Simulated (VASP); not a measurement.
# PtSe2 (R-3m) in VASP: single point with PBE

Aim: the single point of PtSe2 with PBE.

Program: VASP 6.6.1. These are calculated values, not measurements. Logs are shortened: lines on timing, memory, paths and dates and some standing lists are left out, and cuts for length are marked.

## Step 1: The cell of the first run

Symmetry: R-3m, No. 166, trigonal system. The conventional cell has a = 3.691 Å, b = 3.691 Å, c = 17.282 Å, α = 90.00°, β = 90.00°, γ = 120.00°. Pt (site symmetry -3m) has 6 Se at 2.51 Å within 3.3 Å. Se (site symmetry 3m) has 3 Pt at 2.51 Å and 3 Se at 3.40 Å within 3.4 Å.

## Step 2: Single point, PBE

File INCAR:

```
SYSTEM = PtSe2
  ALGO = Normal
  EDIFF = 1E-6
  ENCUT = 520
  GGA = PE
  ISIF = 2
  ISMEAR = 0
  LASPH = .TRUE.
  LCHARG = .FALSE.
  LREAL = .FALSE.
  LWAVE = .FALSE.
  NBANDS = 18
  NELM = 100
  PREC = Accurate
  SIGMA = 0.01
```

File KPOINTS:

```
k-points
0
G
  6 6 6
  0 0 0
```

File POSCAR:

```
PtSe2
1.0
    1.8457016919      1.0656163687      5.7607123393
   -1.8457016919      1.0656163687      5.7607123393
    0.0000000000     -2.1312327373      5.7607123393
Pt Se
1 2
Direct
    0.0000000000      0.0000000000      0.0000000000
    0.2567812155      0.2567812155      0.2567812155
    0.7432187845      0.7432187845      0.7432187845
```

Potentials or basis: VASP PAW PBE potentials, release 64 (Pt, Se).

Launch:

```console
cat potpaw_PBE.64/Pt/POTCAR potpaw_PBE.64/Se/POTCAR > POTCAR
mpirun -np 1 vasp_std > vasp.out
```

OUTCAR:

```text
SYSTEM = PtSe2
   EDIFF = 1E-6
   ENCUT = 520
   GGA = PE
   ISIF = 2
   ISMEAR = 0
   LASPH = .TRUE.
   LREAL = .FALSE.
   NELM = 100
   PREC = Accurate

 ion  position               nearest neighbor table
   1  0.000  0.000  0.000-   3 2.51   2 2.51   3 2.51   3 2.51   2 2.51   2 2.51
   2  0.257  0.257  0.257-   1 2.51   1 2.51   1 2.51
   3  0.743  0.743  0.743-   1 2.51   1 2.51   1 2.51

  LATTYP: Found a trigonal (rhomboedric) cell.
 ALAT       =     6.1423089825
 COS(alpha) =     0.8194116635

  Lattice vectors:

 A1 = (   1.8457016919,   1.0656163687,   5.7607123393)
 A2 = (  -1.8457016919,   1.0656163687,   5.7607123393)
 A3 = (   0.0000000000,  -2.1312327373,   5.7607123393)

Analysis of symmetry for initial positions (statically):
=====================================================================
 Subroutine PRICEL returns:
 Original cell was already a primitive cell.

 Routine SETGRP: Setting up the symmetry group for a
 trigonal (rhombohedral) supercell.

 Subroutine GETGRP returns: Found 12 space group operations
 (whereof 12 operations were pure point group operations)
 out of a pool of 12 trial point group operations.

The static configuration has the point symmetry D_3d.

Analysis of symmetry for dynamics (positions and initial velocities):
=====================================================================
 Subroutine PRICEL returns:
 Original cell was already a primitive cell.

 Routine SETGRP: Setting up the symmetry group for a
 trigonal (rhombohedral) supercell.

 Subroutine GETGRP returns: Found 12 space group operations
 (whereof 12 operations were pure point group operations)
 out of a pool of 12 trial point group operations.

The dynamic configuration has the point symmetry D_3d.

 Subroutine INISYM returns: Found 12 space group operations
 (whereof 12 operations are pure point group operations),
 and found     1 'primitive' translations

----------------------------------------------------------------------------------------

                                     Primitive cell

  volume of cell :      67.9814

  direct lattice vectors                    reciprocal lattice vectors
     1.845701692  1.065616369  5.760712339     0.270899681  0.156404004  0.057863214
    -1.845701692  1.065616369  5.760712339    -0.270899681  0.156404004  0.057863214
     0.000000000 -2.131232737  5.760712339     0.000000000 -0.312808008  0.057863214

[... 84 lines left out ...]
   NELM   =    100;   NELMIN=  2; NELMDL= -5     # of ELM steps
   EDIFF  = 0.1E-05   stopping-criterion for ELM
   LREAL  =      F    real-space projection
   EDIFFG = 0.1E-04   stopping-criterion for IOM
   NSW    =      0    number of steps for IOM
   IBRION =     -1    ionic relax: 0-MD 1-quasi-New 2-CG
   NFREE  =      0    steps in history (QN), initial steepest desc. (CG)
   ISIF   =      2    stress and relaxation
   ISYM   =      2    0-nonsym 1-usesym 2-fastsym
   POTIM  = 0.5000    time-step for ionic-motion
   TEBEG  =    0.0;   TEEND  =   0.0 temperature during run
   PSTRESS=    0.0 pullay stress
   NELECT =      22.0000    total number of electrons
   NUPDOWN=      -1.0000    fix difference up-down
   EMIN   =  10.00;   EMAX   =-10.00  energy-range for DOS
   EFERMI =   0.00;   METHOD = LEGACY
   ISMEAR =     0;   SIGMA  =   0.01  broadening in eV -4-tet -1-fermi 0-gaus
   EFERMI_NEDOS =   21; number of points for ismear=-14 and -15
   IALGO  =     38    algorithm
   IMIX   =      4    mixing-type and parameters
     AMIX     =   0.40;   BMIX     =  1.00
     AMIX_MAG =   1.60;   BMIX_MAG =  1.00
  volume/ion in A,a.u.               =      22.66       152.92
  Fermi-wavevector in a.u.,A,eV,Ry     =   1.123964  2.123984 17.188177  1.263295
  Thomas-Fermi vector in A             =   2.260633
   LORBIT       =      0    0 simple, 1 ext, 2 COOP (PROOUT), +10 PAW based schemes
   GGA     = PE    functional components
   LHFCALC =     F    Hartree Fock is set to
   AEXX    =    0.0000 exact exchange contribution
   IVDW    =     0    specifies the selected vdW correction
   LEPSILON=     F    determine dielectric tensor
   LRPA    =     F    only Hartree local field effects (RPA)
 non-spin polarized calculation
 Gauss-broadening in eV      SIGMA  =   0.01
  energy-cutoff  :      520.00
  volume of cell :       67.98
 maximum number of plane-waves:      1845
 NGX is ok and might be reduce to    48
   NGX = 23   NGY = 23   NGZ = 23

 number of electron      22.0000000 magnetization

 Free energy of the ion-electron system (eV)
  ---------------------------------------------------
  ext. energy  EPLUGINS =         0.00000000
  ---------------------------------------------------
  free energy    TOTEN  =       -14.24226856 eV

  energy without entropy =      -14.24226856  energy(sigma->0) =      -14.24226856

 E-fermi :   4.9615     XC(G=0):  -9.9339

 val. band max:        4.8922235841   @ k =   0.0000   0.0000   0.0000
 cond. band min:       5.5828442531   @ k =  -0.3333   0.1667  -0.0000
 fundamental gap:      0.6906206690
 Fermi energy:         4.9614597933

 k-point     1 :       0.0000    0.0000    0.0000
  band No.  band energies     occupation
      1      -9.9593      2.00000
      2      -7.8643      2.00000
      3      -1.4561      2.00000
      4      -0.8859      2.00000
      5      -0.8859      2.00000
      6       1.3592      2.00000
[... 481 lines left out ...]
      5      -0.1554      2.00000
      6       0.5734      2.00000
[... 10 lines left out ...]
     17      13.0035      0.00000
     18      14.7705      0.00000

 [... further k-points ...]

------------------------ aborting loop because EDIFF is reached ----------------------------------------

  FORCE on cell =-STRESS in cart. coord.  units (eV):
  Direction    XX          YY          ZZ          XY          YZ          ZX
  --------------------------------------------------------------------------------------
  -------------------------------------------------------------------------------------
  Total        1.7651116      1.7651116      1.1090722      0.0000000      0.0000000      0.0000000
  in kB       41.5999616     41.5999616     26.1384953      0.0000000      0.0000000      0.0000000
  external PRESSURE =      36.4461395 kB  Pullay stress =       0.0000000 kB

 VOLUME and BASIS-vectors are now :
 -----------------------------------------------------------------------------
  energy-cutoff  :      520.00
  volume of cell :       67.98
      direct lattice vectors                 reciprocal lattice vectors
     1.845701692  1.065616369  5.760712339     0.270899681  0.156404004  0.057863214
    -1.845701692  1.065616369  5.760712339    -0.270899681  0.156404004  0.057863214
     0.000000000 -2.131232737  5.760712339     0.000000000 -0.312808008  0.057863214

 POSITION                                       TOTAL-FORCE (eV/Angst)
 -----------------------------------------------------------------------------------
      0.00000      0.00000      0.00000         0.000000     -0.000000     -0.000000
      0.00000      0.00000      4.43773         0.000000     -0.000000     -0.139240
      0.00000      0.00000     12.84441         0.000000      0.000000      0.139240
 -----------------------------------------------------------------------------------
    total drift:                               -0.000000     -0.000000     -0.000000

  FREE ENERGIE OF THE ION-ELECTRON SYSTEM (eV)
  ---------------------------------------------------
  free  energy   TOTEN  =       -14.2422685643 eV

  energy  without entropy=      -14.2422685643  energy(sigma->0) =      -14.24226856
```

stdout:

```text
POSCAR found type information on POSCAR PtSe
 POSCAR found :  2 types and       3 ions
 scaLAPACK will be used
 LDA part: xc-table for (Slater+PW92), standard interpolation
 POSCAR, INCAR and KPOINTS ok, starting setup
 FFT: planning ... GRIDC
 FFT: planning ... GRID_SOFT
 FFT: planning ... GRID
 WAVECAR not read
 entering main loop
```

Wall time 98 s (1 thread of Intel Xeon Platinum 8488C (Sapphire Rapids), shared host); peak memory 0.31 GiB.

Results:

| Quantity | Value |
| --- | --- |
| Free energy | -14.2423 eV |
| Pressure | 3.6 GPa |
| Largest force | 0.139 eV/Å |
| Band gap on the k mesh | 0.69 eV (least direct gap 1.01 eV) |

Forces in eV/Å, atoms in the order of the input:
```
Pt   0.000  0.000  0.000
Se   0.000  0.000 -0.139
Se   0.000  0.000  0.139
```

Caveat: the cell stands under pressure; spin-orbit coupling is left out, which moves the levels of the heavy elements.
